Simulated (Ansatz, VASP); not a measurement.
One calculation of Au, two programs

```xyz
1
Lattice="0.0000 2.0213 2.0213 2.0213 0.0000 2.0213 2.0213 2.0213 0.0000" Properties=species:S:1:pos:R:3 pbc="T T T"
Au    0.0000    0.0000    0.0000
```

Alike in both runs: task single point; functional r2SCAN; k mesh 10 × 10 × 10; occupations fermi-dirac, width 0.1 eV; no spin polarisation.

|  | VASP | Ansatz |
| --- | --- | --- |
| version | VASP 6.6.1 | Ansatz 0.2.0 |
| potentials or method | VASP PAW PBE potentials, release 64 (Au), cutoff 550 eV | plane waves, PAW |
| valence electrons in the cell | 11 | 19 |

|  | VASP | Ansatz | Ansatz less VASP |
| --- | --- | --- | --- |
| pressure (GPa) | 12.0 | 11.5 | -0.45 |

VASP's potentials were made for PBE, not for r2SCAN. With one functional, cell and mesh, what is left measures potentials, basis and numerics. VASP's potentials hold 11 valence electrons a cell and Ansatz's 19, so a difference there can come from the potentials and not from the codes.

Neither program's run includes spin-orbit coupling.
